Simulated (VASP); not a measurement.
Set up this calculation in VASP 6.6.1, as the native input.

```yaml
Task: single point
Functional: PBEsol
Potentials_or_basis: VASP PAW PBE potentials, release 64 (W_sv, Se)
Cutoff: 520 eV
k_mesh: 12 × 12 × 2
Occupations: gaussian, width 0.02 eV
Spin: no spin polarisation
Dipole_correction: no
Further_INCAR_settings: ALGO = Normal; EDIFF = 1e-06; NBANDS = 35
```

The structure of WSe2 lies in POSCAR:

```
WSe2
1.0
    3.3365177889      0.0000000000      0.0000000000
   -1.6682588945      2.8895091654      0.0000000000
    0.0000000000      0.0000000000     13.4881445789
W Se
2 4
Direct
    0.6666666667      0.3333333333      0.7500000000
    0.3333333333      0.6666666667      0.2500000000
    0.3333333333      0.6666666667      0.8723779157
    0.6666666667      0.3333333333      0.3723779157
    0.3333333333      0.6666666667      0.6276220843
    0.6666666667      0.3333333333      0.1276220843
```

This cell differs from its parent crystal: equal strain along all axes, cell held: +2.0 %, then relaxed in part.

One way to write it, as run:

INCAR

```
SYSTEM = WSe2
PREC = Accurate
ENCUT = 520
EDIFF = 1E-6
ISMEAR = 0
SIGMA = 0.02
LREAL = .False.
LASPH = .True.
NELM = 80
ALGO = Normal
ISIF = 2
LWAVE = .False.
LCHARG = .True.
GGA = PS
LELF = .True.
LVHAR = .True.
NBANDS = 35
```

KPOINTS

```
regular mesh
0
Gamma
  12 12 2
  0 0 0
```

Potentials or basis: VASP PAW PBE potentials, release 64 (W_sv, Se).

The run is started by

```console
$ cat potpaw_PBE.64/W_sv/POTCAR potpaw_PBE.64/Se/POTCAR > POTCAR
$ mpirun -np 1 vasp_std > vasp.out
```

Results of the run:

- Pressure: -2.6 GPa
- Largest force: 0.057 eV/Å
- Band gap on the k mesh: 1.11 eV (least direct gap 1.37 eV)

Caveat: the cell differs from its parent crystal (equal strain along all axes, cell held: +2.0 %, then relaxed in part); the PAW data sets were made with another functional, which shifts forces and pressure a little; spin-orbit coupling is left out, which moves the levels of the heavy elements; this functional lacks dispersion, which binds the layers, so the pressure and a relaxed spacing across them are unreliable.

It took 4 min on 1 thread of Intel(R) Xeon(R) 6975P-C (Granite Rapids) (shared host), peak memory 0.33 GiB.
